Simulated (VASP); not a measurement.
# CdTe (I-4m2) in VASP: a series of runs

CdTe is run at these levels: PBEsol; tasks: single point.

All numbers are computed with VASP 6.6.1; they aren't measurements. Logs are shortened: lines on timing, memory, paths and dates and some standing lists are left out, and cuts for length are marked.

## (1) The cell of the first run

It takes space group I-4m2 (No. 119, tetragonal). Conventional cell: a = 5.297 Å, b = 5.297 Å, c = 4.869 Å, α = 90.00°, β = 90.00°, γ = 90.00°. Within 3.8 Å of Cd (site symmetry -4m2) lie 4 Te at 2.91 Å. Te (site symmetry -4m2) has 4 Cd at 2.91 Å within 3.8 Å.

## (2) Single point, PBEsol

The input, INCAR:

```
SYSTEM = CdTe
ALGO = Normal
EDIFF = 1E-6
ENCUT = 520
GGA = PS
ISIF = 2
ISMEAR = 0
LASPH = .TRUE.
LCHARG = .FALSE.
LREAL = .FALSE.
LWAVE = .FALSE.
NBANDS = 16
NELM = 100
PREC = Accurate
SIGMA = 0.05
```

The input, KPOINTS:

```
k-points
0
G
  8 8 8
  0 0 0
```

The input, POSCAR:

```
CdTe
1.0
    0.0000000000      3.7456996654      2.4347047825
    3.7456996654      0.0000000000      2.4347047825
    3.7456996654      3.7456996654      0.0000000000
Cd Te
1 1
Direct
    0.0000000000      0.0000000000      0.0000000000
    0.7500000000      0.7500000000      0.7500000000
```

Potentials or basis: VASP PAW PBE potentials, release 64 (Cd, Te).

Started as:

```
$ cat potpaw_PBE.64/Cd/POTCAR potpaw_PBE.64/Te/POTCAR > POTCAR
$ mpirun -np 1 vasp_std > vasp.out
```

OUTCAR:

```text
SYSTEM = CdTe
   EDIFF = 1E-6
   ENCUT = 520
   GGA = PS
   ISIF = 2
   ISMEAR = 0
   LASPH = .TRUE.
   LREAL = .FALSE.
   NELM = 100
   PREC = Accurate

 ion  position               nearest neighbor table
   1  0.000  0.000  0.000-   2 2.91   2 2.91   2 2.91   2 2.91
   2  0.750  0.750  0.750-   1 2.91   1 2.91   1 2.91   1 2.91

  LATTYP: Found a body centered tetragonal cell.
 ALAT       =     5.2972192674
 C/A-ratio  =     0.9192388155

  Lattice vectors:

 A1 = (   0.0000000000,  -3.7456996654,  -2.4347047825)
 A2 = (   0.0000000000,   3.7456996654,  -2.4347047825)
 A3 = (   3.7456996654,   0.0000000000,   2.4347047825)

Analysis of symmetry for initial positions (statically):
=====================================================================
 Subroutine PRICEL returns:
 Original cell was already a primitive cell.

 Routine SETGRP: Setting up the symmetry group for a
 body centered tetragonal supercell.

 Subroutine GETGRP returns: Found  8 space group operations
 (whereof  8 operations were pure point group operations)
 out of a pool of 16 trial point group operations.

The static configuration has the point symmetry D_2d.

Analysis of symmetry for dynamics (positions and initial velocities):
=====================================================================
 Subroutine PRICEL returns:
 Original cell was already a primitive cell.

 Routine SETGRP: Setting up the symmetry group for a
 body centered tetragonal supercell.

 Subroutine GETGRP returns: Found  8 space group operations
 (whereof  8 operations were pure point group operations)
 out of a pool of 16 trial point group operations.

The dynamic configuration has the point symmetry D_2d.

 Subroutine INISYM returns: Found  8 space group operations
 (whereof  8 operations are pure point group operations),
 and found     1 'primitive' translations

----------------------------------------------------------------------------------------

                                     Primitive cell

  volume of cell :      68.3191

  direct lattice vectors                    reciprocal lattice vectors
     0.000000000  3.745699665  2.434704782    -0.133486410  0.133486410  0.205363707
     3.745699665  0.000000000  2.434704782     0.133486410 -0.133486410  0.205363707
     3.745699665  3.745699665  0.000000000     0.133486410  0.133486410 -0.205363707

  length of vectors
     4.467443717  4.467443717  5.297219267     0.278947119  0.278947119  0.278947119

  position of ions in fractional coordinates (direct lattice)
     0.000000000  0.000000000  0.000000000
     0.750000000  0.750000000  0.750000000

  ion indices of the primitive-cell ions
   primitive index   ion index
                 1           1
                 2           2

----------------------------------------------------------------------------------------

 KPOINTS: k-points

Automatic generation of k-mesh.
 Grid dimensions read from file:
 generate k-points for:    8    8    8

 Generating k-lattice:

  Cartesian coordinates                     Fractional coordinates (reciprocal lattice)
    -0.016685801  0.016685801  0.025670463     0.125000000  0.000000000  0.000000000
     0.016685801 -0.016685801  0.025670463     0.000000000  0.125000000  0.000000000
     0.016685801  0.016685801 -0.025670463     0.000000000  0.000000000  0.125000000

  Length of vectors
     0.034868390  0.034868390  0.034868390

  Shift w.r.t. Gamma in fractional coordinates (k-lattice)
     0.000000000  0.000000000  0.000000000

 Subroutine IBZKPT returns following result:
 ===========================================

 Found     59 irreducible k-points:

 Following reciprocal coordinates:
            Coordinates               Weight
  0.000000  0.000000  0.000000      1.000000
  0.125000  0.000000  0.000000      8.000000
  0.250000  0.000000  0.000000      8.000000
  0.375000 -0.000000  0.000000      8.000000
  0.500000  0.000000  0.000000      4.000000
  0.125000  0.125000  0.000000      2.000000
[... 16 lines left out ...]
  0.250000  0.000000  0.125000     16.000000
  0.375000  0.000000  0.125000     16.000000
 [... further k-points ...]
   k-points           NKPTS =     59   k-points in BZ     NKDIM =     59   number of bands    NBANDS=     16
   number of dos      NEDOS =    301   number of ions     NIONS =      2
   total plane-waves  NPLWV =  51840
   dimension x,y,z NGX =    36 NGY =   36 NGZ =   40
   dimension x,y,z NGXF=    72 NGYF=   72 NGZF=   80
   ions per type =               1   1
   NGX,Y,Z   is equivalent  to a cutoff of  13.40, 13.40, 12.55 a.u.
   NGXF,Y,Z  is equivalent  to a cutoff of  26.79, 26.79, 25.11 a.u.
 SYSTEM =  CdTe
   PREC   = accura    normal or accurate (medium, high low for compatibility)
   ISTART =      0    job   : 0-new  1-cont  2-samecut
   ICHARG =      2    charge: 1-file 2-atom 10-const
   ISPIN  =      1    spin polarized calculation?
   LNONCOLLINEAR =      F non collinear calculations
   LSORBIT =      F    spin-orbit coupling
   LASPH  =      T    aspherical Exc in radial PAW
   ENCUT  =  520.0 eV  38.22 Ry    6.18 a.u.   8.31  8.31  9.85*2*pi/ulx,y,z
   NELM   =    100;   NELMIN=  2; NELMDL= -5     # of ELM steps
   EDIFF  = 0.1E-05   stopping-criterion for ELM
   LREAL  =      F    real-space projection
   EDIFFG = 0.1E-04   stopping-criterion for IOM
   NSW    =      0    number of steps for IOM
   IBRION =     -1    ionic relax: 0-MD 1-quasi-New 2-CG
   NFREE  =      0    steps in history (QN), initial steepest desc. (CG)
   ISIF   =      2    stress and relaxation
   ISYM   =      2    0-nonsym 1-usesym 2-fastsym
   POTIM  = 0.5000    time-step for ionic-motion
   TEBEG  =    0.0;   TEEND  =   0.0 temperature during run
   PSTRESS=    0.0 pullay stress
   NELECT =      18.0000    total number of electrons
   NUPDOWN=      -1.0000    fix difference up-down
   EMIN   =  10.00;   EMAX   =-10.00  energy-range for DOS
   EFERMI =   0.00;   METHOD = LEGACY
   ISMEAR =     0;   SIGMA  =   0.05  broadening in eV -4-tet -1-fermi 0-gaus
   EFERMI_NEDOS =   21; number of points for ismear=-14 and -15
   IALGO  =     38    algorithm
   IMIX   =      4    mixing-type and parameters
     AMIX     =   0.40;   BMIX     =  1.00
     AMIX_MAG =   1.60;   BMIX_MAG =  1.00
  volume/ion in A,a.u.               =      34.16       230.52
  Fermi-wavevector in a.u.,A,eV,Ry     =   1.049506  1.983279 14.986312  1.101463
  Thomas-Fermi vector in A             =   2.184471
   LORBIT       =      0    0 simple, 1 ext, 2 COOP (PROOUT), +10 PAW based schemes
   GGA     = PS    functional components
   LHFCALC =     F    Hartree Fock is set to
   AEXX    =    0.0000 exact exchange contribution
   IVDW    =     0    specifies the selected vdW correction
   LEPSILON=     F    determine dielectric tensor
   LRPA    =     F    only Hartree local field effects (RPA)
 non-spin polarized calculation
 Gauss-broadening in eV      SIGMA  =   0.05
  energy-cutoff  :      520.00
  volume of cell :       68.32
 maximum number of plane-waves:      1857
 NGX is ok and might be reduce to    36

 number of electron      17.9999999 magnetization

 Free energy of the ion-electron system (eV)
  ---------------------------------------------------
  ext. energy  EPLUGINS =         0.00000000
  ---------------------------------------------------
  free energy    TOTEN  =        -5.20354908 eV

  energy without entropy =       -5.20353702  energy(sigma->0) =       -5.20354305

 E-fermi :   2.4936     XC(G=0):  -8.9044

 val. band max:        2.3998194867   @ k =   0.1250   0.0000   0.1250
 cond. band min:       2.5694228560   @ k =   0.0000   0.0000   0.0000
 fundamental gap:      0.1696033693
 Fermi energy:         2.4935944642

 k-point     1 :       0.0000    0.0000    0.0000
  band No.  band energies     occupation
      1      -8.7952      2.00000
      2      -5.9711      2.00000
      3      -5.9711      2.00000
      4      -5.9301      2.00000
      5      -5.8355      2.00000
      6      -5.7867      2.00000
[... 8 lines left out ...]
     15       9.5822      0.00000
     16      10.7754      0.00000

 k-point     2 :       0.1250    0.0000    0.0000
  band No.  band energies     occupation
      1      -8.7223      2.00000
      2      -5.9681      2.00000
      3      -5.9648      2.00000
      4      -5.9184      2.00000
      5      -5.8288      2.00000
      6      -5.7771      2.00000
[... 8 lines left out ...]
     15       9.7847      0.00000
     16      11.1948      0.00000

 k-point     3 :       0.2500    0.0000    0.0000
  band No.  band energies     occupation
      1      -8.5427      2.00000
      2      -5.9668      2.00000
      3      -5.9471      2.00000
      4      -5.8795      2.00000
      5      -5.8057      2.00000
      6      -5.7358      2.00000
[... 8 lines left out ...]
     15      10.3178      0.00000
     16      12.3330      0.00000

 k-point     4 :       0.3750   -0.0000    0.0000
  band No.  band energies     occupation
      1      -8.3610      2.00000
      2      -5.9715      2.00000
      3      -5.9264      2.00000
      4      -5.8422      2.00000
      5      -5.7752      2.00000
      6      -5.6257      2.00000
[... 8 lines left out ...]
     15      12.0525      0.00000
     16      12.1876      0.00000
[... 324 lines left out ...]
 k-point    22 :       0.1250    0.0000    0.1250
  band No.  band energies     occupation
      1      -8.7192      2.00000
      2      -5.9692      2.00000
      3      -5.9557      2.00000
      4      -5.9141      2.00000
      5      -5.8321      2.00000
      6      -5.7873      2.00000
[... 8 lines left out ...]
     15       9.5851      0.00000
     16      11.0145      0.00000

 k-point    23 :       0.2500    0.0000    0.1250
  band No.  band energies     occupation
      1      -8.5890      2.00000
      2      -5.9674      2.00000
      3      -5.9317      2.00000
      4      -5.8896      2.00000
      5      -5.8224      2.00000
      6      -5.7697      2.00000
[... 8 lines left out ...]
     15       9.9961      0.00000
     16      11.3520      0.00000

 k-point    24 :       0.3750    0.0000    0.1250
  band No.  band energies     occupation
      1      -8.4065      2.00000
      2      -5.9691      2.00000
      3      -5.9098      2.00000
      4      -5.8526      2.00000
      5      -5.7982      2.00000
      6      -5.6863      2.00000
[... 8 lines left out ...]
     15      10.9313      0.00000
     16      12.0589      0.00000

 [... further k-points ...]
[... 5 lines left out ...]
  --------------------------------------------------------------------------------------
  -------------------------------------------------------------------------------------
  Total       -1.7752342     -1.7752342      0.0592262      0.0000000     -0.0000000      0.0000000
  in kB      -41.6316887    -41.6316887      1.3889361      0.0000000     -0.0000000      0.0000000
  external PRESSURE =     -27.2914804 kB  Pullay stress =       0.0000000 kB

 VOLUME and BASIS-vectors are now :
 -----------------------------------------------------------------------------
  energy-cutoff  :      520.00
  volume of cell :       68.32
      direct lattice vectors                 reciprocal lattice vectors
     0.000000000  3.745699665  2.434704782    -0.133486410  0.133486410  0.205363707
     3.745699665  0.000000000  2.434704782     0.133486410 -0.133486410  0.205363707
     3.745699665  3.745699665  0.000000000     0.133486410  0.133486410 -0.205363707

 POSITION                                       TOTAL-FORCE (eV/Angst)
 -----------------------------------------------------------------------------------
      0.00000      0.00000      0.00000        -0.000000     -0.000000      0.000000
      5.61855      5.61855      3.65206         0.000000      0.000000     -0.000000
 -----------------------------------------------------------------------------------
    total drift:                                0.000001      0.000001      0.000000

  FREE ENERGIE OF THE ION-ELECTRON SYSTEM (eV)
  ---------------------------------------------------
  free  energy   TOTEN  =        -5.2035490793 eV

  energy  without entropy=       -5.2035370156  energy(sigma->0) =       -5.20354305
```

It took 55 s on 1 thread of Intel Xeon 6975P-C (Granite Rapids), shared host; peak memory 0.25 GiB.

What came out:

```
Free energy            : -5.2035 eV
Pressure               : -2.7 GPa
Band gap on the k mesh : 0.17 eV, indirect (least direct gap 0.31 eV)
```

Caveat: the PAW data sets were made with another functional, which shifts forces and pressure a little; spin-orbit coupling is left out, which moves the levels of the heavy elements.

## (3) Single point, PBEsol

This run uses another cell than the first one, of the same volume but with other edges.

The input, INCAR:

```
SYSTEM = CdTe
PREC = Accurate ; ENCUT = 520
EDIFF = 1E-6 ; ISMEAR = 0
SIGMA = 0.05 ; LREAL = .False.
LASPH = .True. ; NELM = 100
ALGO = Normal ; ISIF = 2
LWAVE = .False. ; LCHARG = .False.
GGA = PS ; NBANDS = 16
```

The input, KPOINTS:

```
Automatic mesh
0
Gamma
  8 8 8
  0 0 0
```

The input, POSCAR:

```
CdTe
1.0
    0.0000000000      2.8344816605      4.2517224907
    2.8344816605      0.0000000000      4.2517224907
    2.8344816605      2.8344816605      0.0000000000
Cd Te
1 1
Direct
    0.0000000000      0.0000000000      0.0000000000
    0.7500000000      0.7500000000      0.7500000000
```

Potentials or basis: VASP PAW PBE potentials, release 64 (Cd, Te).

Started as:

```
$ cat potpaw_PBE.64/Cd/POTCAR potpaw_PBE.64/Te/POTCAR > POTCAR
$ mpirun -np 1 vasp_std > vasp.out
```

Run time: 59 s. Hardware: 1 thread of Intel Xeon 6975P-C (Granite Rapids), shared host; peak memory 0.24 GiB.

The run converged. Its results:

```
Free energy            : -4.8599 eV
Pressure               : -1.5 GPa
Band gap on the k mesh : zero (band 9 reaches 2.94 eV, above the bottom of band 10 at 2.81 eV)
```

Stress tensor (GPa, compression positive):
```
 2.53  0.00  0.00
 0.00  2.53  0.00
 0.00  0.00 -9.71
```

Levels at points of the mesh, in eV from the Fermi level:
```
           k point  band 7  band 8  band 9  band 10  band 11  band 12
(0.00, 0.00, 0.00)   -2.33   -1.20   -0.07    -0.07     4.54     4.54
(0.50, 0.00, 0.00)   -4.88   -2.51   -0.16    -0.12     4.77     5.56
(0.50, 0.50, 0.00)   -5.98   -1.04   -1.04     3.20     3.60     5.72
(0.50, 0.00, 0.50)   -4.07   -3.00   -2.47     0.99     1.36     5.33
```

Caveat: the PAW data sets were made with another functional, which shifts forces and pressure a little; spin-orbit coupling is left out, which moves the levels of the heavy elements.

## (4) Single point, PBEsol

This run uses another cell than the first one, of the same volume but with other edges.

The input, INCAR:

```
ALGO = Normal ; EDIFF = 1E-6
ENCUT = 520 ; GGA = PS
ISIF = 2 ; ISMEAR = 0
LASPH = T ; LCHARG = F
LREAL = F ; LWAVE = F
NBANDS = 16 ; NELM = 60
PREC = Accurate ; SIGMA = 0.05
```

The input, KPOINTS:

```
k-points
0
Gamma
  8 8 8
```

The input, POSCAR:

```
CdTe
1.0
    0.0000000000      3.2891246061      3.1575596218
    3.2891246061      0.0000000000      3.1575596218
    3.2891246061      3.2891246061      0.0000000000
Cd Te
1 1
Direct
    0.0000000000      0.0000000000      0.0000000000
    0.7500000000      0.7500000000      0.7500000000
```

Started as:

```
$ cat potpaw_PBE.64/Cd/POTCAR potpaw_PBE.64/Te/POTCAR > POTCAR
$ mpirun -np 1 vasp_std > vasp.out
```

Run time: 57 s. Hardware: 1 thread of Intel Xeon 6975P-C (Granite Rapids), shared host; peak memory 0.24 GiB.

It converged, with:

```yaml
Free_energy: -5.4857 eV
Pressure: 0.1 GPa
Band_gap_on_the_k_mesh: 0.56 eV, direct
```

Stress tensor (GPa, compression positive):
```
-0.08  0.00  0.00
 0.00 -0.08  0.00
 0.00  0.00  0.56
```

Levels at points of the mesh, in eV from the valence-band top:
```csv
k point,band 6,band 7,band 8,band 9,band 10,band 11,band 12,band 13
"(0.00, 0.00, 0.00)",-8.06,-0.12,-0.12,0.00,0.56,4.47,4.48,4.48
"(0.50, 0.00, 0.00)",-7.72,-4.53,-0.95,-0.76,1.63,4.93,5.19,6.86
"(0.50, 0.50, 0.00)",-7.54,-4.28,-2.07,-2.07,2.31,2.32,8.81,8.96
"(0.50, 0.00, 0.50)",-7.61,-4.47,-1.92,-1.86,2.47,2.62,8.51,8.78
```

Caveat: the PAW data sets were made with another functional, which shifts forces and pressure a little; spin-orbit coupling is left out, which moves the levels of the heavy elements.

## (5) The runs side by side

| cell | gap on the mesh (eV) | pressure (GPa) |
| --- | --- | --- |
| a = 4.467, b = 4.467, c = 5.297 Å, angles 53.6, 53.6, 72.7°, 2 atoms | 0.17 | -2.7 |
| a = 5.110, b = 5.110, c = 4.009 Å, angles 66.9, 66.9, 46.2°, 2 atoms | none | -1.5 |
| a = 4.559, b = 4.559, c = 4.652 Å, angles 59.3, 59.3, 61.3°, 2 atoms | 0.56 | 0.1 |

Alike in all rows: task single point; level PBEsol; potentials or basis VASP PAW PBE potentials, release 64 (Cd, Te); no spin polarisation; k mesh 8 × 8 × 8; cutoff (eV) 520; smearing gaussian 0.05 eV.

Caveats: the PAW data sets were made with another functional, which shifts forces and pressure a little; spin-orbit coupling is left out, which moves the levels of the heavy elements.

Absolute energies hang on the potentials; compare differences alone.
